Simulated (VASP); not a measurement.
# ZnIn3 (Fm-3m) in VASP: relaxation of cell and atoms with LDA

Aim: the relaxation of cell and atoms of ZnIn3 with LDA.

Everything below comes from runs of VASP 6.6.1. Logs are shortened: lines on timing, memory, paths and dates and some standing lists are left out, and cuts for length are marked.

## Step 1: The cell of the first run

It takes space group Fm-3m (No. 225, cubic). The conventional cell has a = 7.381 Å, b = 7.381 Å, c = 7.381 Å, α = 90.00°, β = 90.00°, γ = 90.00°. Zn (site symmetry m-3m) has 14 In at 3.20 to 3.69 Å within 4.2 Å. In (site symmetry -43m) has 4 Zn at 3.20 Å and 10 In at 3.20 to 3.69 Å within 4.2 Å. In (site symmetry m-3m) has 8 In at 3.20 Å and 6 Zn at 3.69 Å within 4.2 Å.

## Step 2: Relaxation of cell and atoms, LDA

Input file INCAR:

```
SYSTEM = ZnIn3
PREC = Accurate
ENCUT = 600
EDIFF = 1E-6
ISMEAR = -1
SIGMA = 0.05
LREAL = .False.
LASPH = .True.
NELM = 100
ALGO = Normal
ISIF = 3
LWAVE = .False.
LCHARG = .False.
GGA = CA
IBRION = 2
NSW = 80
EDIFFG = -0.01
```

Input file KPOINTS:

```
regular mesh
0
Gamma
  10 10 10
  0 0 0
```

Input file POSCAR:

```
ZnIn3
1.0
    5.2194820000      0.0000000000      0.0000000000
    2.6097410000      4.5202040066      0.0000000000
    2.6097410000      1.5067346689      4.2616892072
Zn In
1 3
Direct
    0.0000000000      0.0000000000      0.0000000000
    0.2500000000      0.2500000000      0.2500000000
    0.7500000000      0.7500000000      0.7500000000
    0.5000000000      0.5000000000      0.5000000000
```

Potentials or basis: VASP PAW LDA potentials, release 64 (Zn, In_d).

Started as:

```console
> cat potpaw_LDA.64/Zn/POTCAR potpaw_LDA.64/In_d/POTCAR > POTCAR
> mpirun -np 1 vasp_std > vasp.out
```

OUTCAR:

```text
SYSTEM = ZnIn3
   PREC = Accurate
   ENCUT = 600
   EDIFF = 1E-6
   ISMEAR = -1
   LREAL = .False.
   LASPH = .True.
   NELM = 100
   ISIF = 3
   GGA = CA
   IBRION = 2
   NSW = 80
   EDIFFG = -0.01

 ion  position               nearest neighbor table
   1  0.000  0.000  0.000-   3 3.20   2 3.20   3 3.20   2 3.20   2 3.20   3 3.20   3 3.20   2 3.20

   2  0.250  0.250  0.250-   1 3.20   4 3.20   1 3.20   4 3.20   1 3.20   4 3.20   1 3.20   4 3.20
                             3 3.69   3 3.69   3 3.69   3 3.69   3 3.69   3 3.69
   3  0.750  0.750  0.750-   4 3.20   1 3.20   4 3.20   1 3.20   1 3.20   4 3.20   4 3.20   1 3.20
                             2 3.69   2 3.69   2 3.69   2 3.69   2 3.69   2 3.69
   4  0.500  0.500  0.500-   2 3.20   3 3.20   2 3.20   3 3.20   2 3.20   3 3.20   2 3.20   3 3.20

  LATTYP: Found a face centered cubic cell.
 ALAT       =     7.3814622330

  Lattice vectors:

 A1 = (   5.2194820000,   0.0000000000,   0.0000000000)
 A2 = (   2.6097410000,   4.5202040066,   0.0000000000)
 A3 = (   2.6097410000,   1.5067346689,   4.2616892072)

Analysis of symmetry for initial positions (statically):
=====================================================================
 Subroutine PRICEL returns:
 Original cell was already a primitive cell.

 Routine SETGRP: Setting up the symmetry group for a
 face centered cubic supercell.

 Subroutine GETGRP returns: Found 48 space group operations
 (whereof 48 operations were pure point group operations)
 out of a pool of 48 trial point group operations.

The static configuration has the point symmetry O_h .

Analysis of symmetry for dynamics (positions and initial velocities):
=====================================================================
 Subroutine PRICEL returns:
 Original cell was already a primitive cell.

 Routine SETGRP: Setting up the symmetry group for a
 face centered cubic supercell.

 Subroutine GETGRP returns: Found 48 space group operations
 (whereof 48 operations were pure point group operations)
 out of a pool of 48 trial point group operations.

The dynamic configuration has the point symmetry O_h .

 Subroutine INISYM returns: Found 48 space group operations
 (whereof 48 operations are pure point group operations),
 and found     1 'primitive' translations

----------------------------------------------------------------------------------------

                                     Primitive cell

  volume of cell :     100.5466

  direct lattice vectors                    reciprocal lattice vectors
     5.219482000  0.000000000  0.000000000     0.191589893 -0.110614477 -0.078216246
     2.609741000  4.520204007  0.000000000     0.000000000  0.221228953 -0.078216246
     2.609741000  1.506734669  4.261689207     0.000000000  0.000000000  0.234648739

  length of vectors
     5.219482000  5.219482000  5.219482000     0.234648739  0.234648739  0.234648739

  position of ions in fractional coordinates (direct lattice)
     0.000000000  0.000000000  0.000000000
     0.250000000  0.250000000  0.250000000
     0.750000000  0.750000000  0.750000000
     0.500000000  0.500000000  0.500000000

  ion indices of the primitive-cell ions
   primitive index   ion index
                 1           1
                 2           2
                 3           3
                 4           4

----------------------------------------------------------------------------------------

 KPOINTS: regular mesh

Automatic generation of k-mesh.
 Grid dimensions read from file:
 generate k-points for:   10   10   10

 Generating k-lattice:

  Cartesian coordinates                     Fractional coordinates (reciprocal lattice)
     0.019158989 -0.011061448 -0.007821625     0.100000000  0.000000000 -0.000000000
     0.000000000  0.022122895 -0.007821625     0.000000000  0.100000000  0.000000000
     0.000000000  0.000000000  0.023464874     0.000000000  0.000000000  0.100000000

  Length of vectors
     0.023464874  0.023464874  0.023464874

  Shift w.r.t. Gamma in fractional coordinates (k-lattice)
     0.000000000  0.000000000  0.000000000

 Subroutine IBZKPT returns following result:
 ===========================================

 Found     47 irreducible k-points:

 Following reciprocal coordinates:
            Coordinates               Weight
  0.000000  0.000000  0.000000      1.000000
  0.100000  0.000000  0.000000      8.000000
  0.200000  0.000000  0.000000      8.000000
  0.300000  0.000000  0.000000      8.000000
  0.400000  0.000000  0.000000      8.000000
  0.500000  0.000000 -0.000000      4.000000
[... 16 lines left out ...]
  0.300000  0.300000  0.000000      6.000000
  0.400000  0.300000  0.000000     24.000000
 [... further k-points ...]
   k-points           NKPTS =     47   k-points in BZ     NKDIM =     47   number of bands    NBANDS=     30
   number of dos      NEDOS =    301   number of ions     NIONS =      4
   total plane-waves  NPLWV =  74088
   dimension x,y,z NGX =    42 NGY =   42 NGZ =   42
   dimension x,y,z NGXF=    84 NGYF=   84 NGZF=   84
   ions per type =               1   3
   NGX,Y,Z   is equivalent  to a cutoff of  13.38, 13.38, 13.38 a.u.
   NGXF,Y,Z  is equivalent  to a cutoff of  26.75, 26.75, 26.75 a.u.
 SYSTEM =  ZnIn3
   PREC   = accura    normal or accurate (medium, high low for compatibility)
   ISTART =      0    job   : 0-new  1-cont  2-samecut
   ICHARG =      2    charge: 1-file 2-atom 10-const
   ISPIN  =      1    spin polarized calculation?
   LNONCOLLINEAR =      F non collinear calculations
   LSORBIT =      F    spin-orbit coupling
   LASPH  =      T    aspherical Exc in radial PAW
   ENCUT  =  600.0 eV  44.10 Ry    6.64 a.u.  10.42 10.42 10.42*2*pi/ulx,y,z
   NELM   =    100;   NELMIN=  2; NELMDL= -5     # of ELM steps
   EDIFF  = 0.1E-05   stopping-criterion for ELM
   LREAL  =      F    real-space projection
   EDIFFG = -.1E-01   stopping-criterion for IOM
   NSW    =     80    number of steps for IOM
   IBRION =      2    ionic relax: 0-MD 1-quasi-New 2-CG
   NFREE  =      1    steps in history (QN), initial steepest desc. (CG)
   ISIF   =      3    stress and relaxation
   ISYM   =      2    0-nonsym 1-usesym 2-fastsym
   POTIM  = 0.5000    time-step for ionic-motion
   TEBEG  =    0.0;   TEEND  =   0.0 temperature during run
   PSTRESS=    0.0 pullay stress
   NELECT =      51.0000    total number of electrons
   NUPDOWN=      -1.0000    fix difference up-down
   EMIN   =  10.00;   EMAX   =-10.00  energy-range for DOS
   EFERMI =   0.00;   METHOD = LEGACY
   ISMEAR =    -1;   SIGMA  =   0.05  broadening in eV -4-tet -1-fermi 0-gaus
   EFERMI_NEDOS =   21; number of points for ismear=-14 and -15
   IALGO  =     38    algorithm
   IMIX   =      4    mixing-type and parameters
     AMIX     =   0.40;   BMIX     =  1.00
     AMIX_MAG =   1.60;   BMIX_MAG =  1.00
  volume/ion in A,a.u.               =      25.14       169.63
  Fermi-wavevector in a.u.,A,eV,Ry     =   1.305597  2.467221 23.192268  1.704584
  Thomas-Fermi vector in A             =   2.436455
   LORBIT       =      0    0 simple, 1 ext, 2 COOP (PROOUT), +10 PAW based schemes
   GGA     = CA    functional components
   LHFCALC =     F    Hartree Fock is set to
   AEXX    =    0.0000 exact exchange contribution
   IVDW    =     0    specifies the selected vdW correction
   LEPSILON=     F    determine dielectric tensor
   LRPA    =     F    only Hartree local field effects (RPA)
 conjugate gradient relaxation of ions
 non-spin polarized calculation
  energy-cutoff  :      600.00
  volume of cell :      100.55
 maximum number of plane-waves:      3383
 NGX is ok and might be reduce to    42
   NGX = 21   NGY = 21   NGZ = 21

--------------------------------------- Ionic step        1  -------------------------------------------

 number of electron      50.9999998 magnetization

 Free energy of the ion-electron system (eV)
  ---------------------------------------------------
  ext. energy  EPLUGINS =         0.00000000
  ---------------------------------------------------
  free energy    TOTEN  =       -10.86285201 eV

  energy without entropy =      -10.84899663  energy(sigma->0) =      -10.85592432

------------------------ aborting loop because EDIFF is reached ----------------------------------------

  FORCE on cell =-STRESS in cart. coord.  units (eV):
  Direction    XX          YY          ZZ          XY          YZ          ZX
  --------------------------------------------------------------------------------------
  -------------------------------------------------------------------------------------
  Total       -2.7827540     -2.7827540     -2.7827540      0.0000000     -0.0000000      0.0000000
  in kB      -44.3422974    -44.3422974    -44.3422974      0.0000000     -0.0000000      0.0000000
  external PRESSURE =     -44.3422974 kB  Pullay stress =       0.0000000 kB
[... 61 lines left out ...]
  energy  without entropy=      -11.0172074678  energy(sigma->0) =      -11.02382961

--------------------------------------- Ionic step        3  -------------------------------------------

 number of electron      51.0000010 magnetization

 Free energy of the ion-electron system (eV)
  ---------------------------------------------------
  ext. energy  EPLUGINS =         0.00000000
  ---------------------------------------------------
  free energy    TOTEN  =       -11.03240935 eV

  energy without entropy =      -11.01939299  energy(sigma->0) =      -11.02590117

 E-fermi :   6.9545     XC(G=0): -10.9726

 val. band max:        6.9506367971   @ k =  -0.2000   0.1000   0.0000
 cond. band min:       6.9689257710   @ k =   0.4000   0.0000   0.0000
 fundamental gap:      0.0182889739
 Fermi energy:         6.9545400164

 k-point     1 :       0.0000    0.0000    0.0000
  band No.  band energies     occupation
      1      -7.8307      2.00000
      2      -7.8307      2.00000
      3      -7.7676      2.00000
      4      -7.7676      2.00000
      5      -7.7676      2.00000
      6      -7.6284      2.00000
[... 781 lines left out ...]
     29      11.5636      0.00000
     30      12.2756      0.00000

 [... further k-points ...]
[... 5 lines left out ...]
  --------------------------------------------------------------------------------------
  -------------------------------------------------------------------------------------
  Total       -0.0201594     -0.0201594     -0.0201594      0.0000000     -0.0000000      0.0000000
  in kB       -0.3598026     -0.3598026     -0.3598026      0.0000000     -0.0000000      0.0000000
  external PRESSURE =      -0.3598026 kB  Pullay stress =       0.0000000 kB
[... 19 lines left out ...]
  FREE ENERGIE OF THE ION-ELECTRON SYSTEM (eV)
  ---------------------------------------------------
  free  energy   TOTEN  =       -11.0324093467 eV

  energy  without entropy=      -11.0193929948  energy(sigma->0) =      -11.02590117

 reached required accuracy - stopping structural energy minimisation
```

It took 4.3 min on 1 thread of AMD EPYC 9R45 (Zen 5), shared host; peak memory 0.29 GiB.

What came out:

* Free energy: -11.0324 eV
* Relaxed volume: 22.44 Å³/atom
* Relaxed cell: a = 5.026 Å, b = 5.026 Å, c = 5.026 Å, α = 60.00°, β = 60.00°, γ = 60.00°
* Space group after relaxing (to 0.1 Å): Fm-3m (No. 225)
* Energy gained by relaxing: 42.4 meV/atom
* Ionic steps: 3
* Pressure after relaxing: 0.0 GPa
* Band gap on the k mesh: zero (an odd number of electrons rules out a gap without spin polarisation)

Step by step:
| step | energy change (eV) | largest force (eV/Å) | pressure (GPa) | volume (Å³) |
| --- | --- | --- | --- | --- |
| 1 | 0.0000 | 0.0000 | -4.43 | 100.55 |
| 2 | -0.1676 | 0.0000 | -0.59 | 90.76 |
| 3 | -0.1696 | 0.0000 | -0.04 | 89.77 |

Final structure:
```xyz
4
Lattice="5.0259 0.0000 0.0000 2.5129 4.3525 0.0000 2.5129 1.4508 4.1036" Properties=species:S:1:pos:R:3 pbc="T T T"
Zn    0.0000    0.0000    0.0000
In    2.5129    1.4508    1.0259
In    7.5388    4.3525    3.0777
In    5.0259    2.9017    2.0518
```

Caveat: spin-orbit coupling is left out, which moves the levels of the heavy elements.
